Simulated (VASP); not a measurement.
# Mn in VASP: further runs, part 2 of 2

VASP 6.6.1.

## (4) Single point, LDA (9.25 Å³/atom)

This run uses another cell than the first one, of 9.25 Å³/atom.

Input file INCAR:

```
SYSTEM = Mn
PREC = Accurate
ENCUT = 520
EDIFF = 1E-6
ISMEAR = -1
SIGMA = 0.1
LREAL = .FALSE.
LASPH = .TRUE.
NELM = 100
ALGO = Normal
ISIF = 2
LWAVE = .FALSE.
LCHARG = .TRUE.
LELF = .TRUE.
LVHAR = .TRUE.
NBANDS = 20
```

Input file KPOINTS:

```
regular mesh
0
G
  17 17 9
  0 0 0
```

Input file POSCAR:

```
Mn
1.0
   -1.3071173003      1.5905858042      1.1658593932
    1.5905858042     -1.3071173003      1.1658593932
    2.6581796653      2.6581796653     -0.6466863092
Mn
2
Direct
    0.0416635149      0.9583364851      0.0000000000
    0.7083364851      0.2916635149      0.5000000000
```

Potentials or basis: VASP PAW LDA potentials, release 64 (Mn_pv).

On the command line:

```console
$ cat potpaw_LDA.64/Mn_pv/POTCAR > POTCAR
$ mpirun -np 1 vasp_std > vasp.out
```

OUTCAR:

```text
SYSTEM = Mn
   PREC = Accurate
   ENCUT = 520
   EDIFF = 1E-6
   ISMEAR = -1
   LREAL = .FALSE.
   LASPH = .TRUE.
   NELM = 100
   ISIF = 2

 ion  position               nearest neighbor table
   1  0.042  0.958  0.000-   2 2.35   2 2.35   2 2.35   2 2.35   2 2.35   2 2.35
   2  0.708  0.292  0.500-   1 2.35   1 2.35   1 2.35   1 2.35   1 2.35   1 2.35

  LATTYP: Found a base centered monoclinic cell.
 ALAT       =     2.3659292644
 B/A-ratio  =     1.7320767327
 C/A-ratio  =     1.6122424770
 COS(beta)  =    -0.0000964230

[... 744 lines left out ...]

  FORCE on cell =-STRESS in cart. coord.  units (eV):
  Direction    XX          YY          ZZ          XY          YZ          ZX
  --------------------------------------------------------------------------------------
  -------------------------------------------------------------------------------------
  Total        3.8554013      3.8554013      3.8548457      0.0013794      0.0011308      0.0011308
  in kB      334.0468739    334.0468739    333.9987403      0.1195183      0.0979776      0.0979769
  external PRESSURE =     334.0308294 kB  Pullay stress =       0.0000000 kB

 VOLUME and BASIS-vectors are now :
 -----------------------------------------------------------------------------
  energy-cutoff  :      520.00
  volume of cell :       18.49
      direct lattice vectors                 reciprocal lattice vectors
    -1.307117300  1.590585804  1.165859393    -0.121881171  0.223219747  0.416548390
     1.590585804 -1.307117300  1.165859393     0.223219747 -0.121881171  0.416548390
     2.658179665  2.658179665 -0.646686309     0.182695270  0.182695270 -0.044420755

 POSITION                                       TOTAL-FORCE (eV/Angst)
 -----------------------------------------------------------------------------------
      1.46986     -1.18639      1.16586         0.000009     -0.000009      0.000000
      0.86713      2.07452      0.84252        -0.000009      0.000009     -0.000000
 -----------------------------------------------------------------------------------
    total drift:                               -0.000000     -0.000000      0.000000

  FREE ENERGIE OF THE ION-ELECTRON SYSTEM (eV)
  ---------------------------------------------------
  free  energy   TOTEN  =       -20.1835694940 eV

  energy  without entropy=      -20.1070691240  energy(sigma->0) =      -20.14531931
```

Run time: 6.5 min. Hardware: 1 thread of Intel Xeon 8259CL, shared host; peak memory 0.3 GiB.

What came out:

```yaml
Free_energy: -20.1836 eV
Pressure: 33.4 GPa
Band_gap_on_the_k_mesh: zero (bands 13 and 14 overlap by 2.44 eV)
```

Caveat: the cell stands under pressure; the run has no spin polarisation, though such a crystal can be magnetic. Spin polarisation is off, so any magnetic state and its effect on volume and gap are missing.

## (5) Single point, LDA (9.65 Å³/atom)

Input file INCAR:

```
ALGO     = Normal         # electronic algorithm
EDIFF    = 1E-7           # SCF threshold, eV
ENCUT    = 520            # plane-wave cutoff, eV
ISIF     = 2              # what is computed and relaxed
ISMEAR   = -1             # smearing method
LASPH    = True           # aspherical terms in the spheres
LCHARG   = True           # write CHGCAR
LELF     = True           # ELF
LREAL    = False          # projectors in reciprocal space
LVHAR    = True         
LWAVE    = False          # write WAVECAR
NBANDS   = 20             # bands
NELM     = 100            # most SCF steps
PREC     = Accurate       # precision mode
SIGMA    = 0.1            # smearing width, eV
```

Input file KPOINTS:

```
k-points
0
Gamma
  17 17 9
```

Input file POSCAR:

```
Mn
1.0
   -1.3257929278      1.6133115289      1.1825167779
    1.6133115289     -1.3257929278      1.1825167779
    2.6961587917      2.6961587917     -0.6559259334
Mn
2
Direct
    0.0416635149      0.9583364851      0.0000000000
    0.7083364851      0.2916635149      0.5000000000
```

On the command line:

```console
$ cat potpaw_LDA.64/Mn_pv/POTCAR > POTCAR
$ mpirun -np 1 vasp_std > vasp.out
```

Run time: 5.9 min. Hardware: 1 thread of Intel Xeon 8259CL, shared host; peak memory 0.3 GiB.

The run converged. Its results:

```yaml
Free_energy: -20.3060 eV
Pressure: 15.4 GPa
Band_gap_on_the_k_mesh: zero (bands 13 and 14 overlap by 2.30 eV)
```

Levels at points of the mesh, in eV from the Fermi level:
```
           k point  band 9  band 10  band 11  band 12  band 13  band 14  band 15  band 16  band 17  band 18
(0.00, 0.00, 0.00)   -1.14    -1.14    -1.12    -0.58    -0.58     0.01     0.01     1.08     1.87     1.87
```

Caveat: the cell stands under pressure; the run has no spin polarisation, though such a crystal can be magnetic. Spin polarisation is off, so any magnetic state and its effect on volume and gap are missing.

## (6) Single point, LDA (10.05 Å³/atom)

This run uses another cell than the first one, of 10.05 Å³/atom.

Input file INCAR:

```
PREC = Accurate
ENCUT = 520
EDIFF = 1E-6
ISMEAR = -1
SIGMA = 0.1
LREAL = F
LASPH = T
NELM = 60
ALGO = Normal
ISIF = 2
LWAVE = F
LCHARG = F
GGA = CA
NBANDS = 20
```

Input file KPOINTS:

```
Automatic mesh
0
Gamma
  17 17 9
```

Input file POSCAR:

```
Mn
1.0
   -1.3439567319      1.6354144334      1.1987176510
    1.6354144334     -1.3439567319      1.1987176510
    2.7330970638      2.7330970638     -0.6649123368
Mn
2
Direct
    0.0416635149      0.9583364851      0.0000000000
    0.7083364851      0.2916635149      0.5000000000
```

Potentials or basis: VASP PAW LDA potentials, release 64 (Mn_pv).

On the command line:

```console
$ cat potpaw_LDA.64/Mn_pv/POTCAR > POTCAR
$ mpirun -np 1 vasp_std > vasp.out
```

OUTCAR:

```text
PREC = Accurate
   ENCUT = 520
   EDIFF = 1E-6
   ISMEAR = -1
   LREAL = F
   LASPH = T
   NELM = 60
   ISIF = 2
   GGA = CA

 ion  position               nearest neighbor table
   1  0.042  0.958  0.000-   2 2.41   2 2.41   2 2.41   2 2.41   2 2.41   2 2.41
   2  0.708  0.292  0.500-   1 2.41   1 2.41   1 2.41   1 2.41   1 2.41   1 2.41

  LATTYP: Found a base centered monoclinic cell.
 ALAT       =     2.4326099586
 B/A-ratio  =     1.7320767328
[... 745 lines left out ...]

------------------------ aborting loop because EDIFF is reached ----------------------------------------

  FORCE on cell =-STRESS in cart. coord.  units (eV):
  Direction    XX          YY          ZZ          XY          YZ          ZX
  --------------------------------------------------------------------------------------
  -------------------------------------------------------------------------------------
  Total        0.0630021      0.0630021      0.0678183     -0.0057204      0.0024637      0.0024638
  in kB        5.0220498      5.0220498      5.4059527     -0.4559889      0.1963895      0.1963915
  external PRESSURE =       5.1500175 kB  Pullay stress =       0.0000000 kB

 VOLUME and BASIS-vectors are now :
 -----------------------------------------------------------------------------
  energy-cutoff  :      520.00
  volume of cell :       20.10
      direct lattice vectors                 reciprocal lattice vectors
    -1.343956732  1.635414433  1.198717651    -0.118540265  0.217101031  0.405130309
     1.635414433 -1.343956732  1.198717651     0.217101031 -0.118540265  0.405130309
     2.733097064  2.733097064 -0.664912337     0.177687379  0.177687379 -0.043203130

 POSITION                                       TOTAL-FORCE (eV/Angst)
 -----------------------------------------------------------------------------------
      1.51128     -1.21983      1.19872        -0.000001      0.000001     -0.000000
      0.89157      2.13299      0.86626         0.000001     -0.000001      0.000000
 -----------------------------------------------------------------------------------
    total drift:                               -0.000000     -0.000000      0.000000

  FREE ENERGIE OF THE ION-ELECTRON SYSTEM (eV)
  ---------------------------------------------------
  free  energy   TOTEN  =       -20.3449592965 eV

  energy  without entropy=      -20.2588474535  energy(sigma->0) =      -20.30190338
```

Wall time 6.3 min (1 thread of Intel Xeon 8259CL, shared host); peak memory 0.31 GiB.

What came out:

```
Free energy            : -20.3450 eV
Pressure               : 0.5 GPa
Band gap on the k mesh : zero (bands 13 and 14 overlap by 2.16 eV)
```

Caveat: the run has no spin polarisation, though such a crystal can be magnetic.

## (7) Overview

```tsv
cell	gap on the mesh (eV)	pressure (GPa)
a = 2.331, b = 2.331, c = 3.758 Å, angles 90.0, 90.0, 120.0°, 2 atoms	none	56.9
a = 2.366, b = 2.366, c = 3.814 Å, angles 90.0, 90.0, 120.0°, 2 atoms	none	33.4
a = 2.400, b = 2.400, c = 3.869 Å, angles 90.0, 90.0, 120.0°, 2 atoms	none	15.4
a = 2.433, b = 2.433, c = 3.922 Å, angles 90.0, 90.0, 120.0°, 2 atoms	none	0.5
```

Alike in all rows: task single point; level LDA; potentials or basis VASP PAW LDA potentials, release 64 (Mn_pv); no spin polarisation; k mesh 17 × 17 × 9; cutoff (eV) 520; smearing fermi-dirac 0.1 eV.

Caveats: the run has no spin polarisation, though such a crystal can be magnetic; the cell stands under pressure (at least some runs).

Total energies depend on the potentials used, so only differences within one code and one set of settings carry meaning.
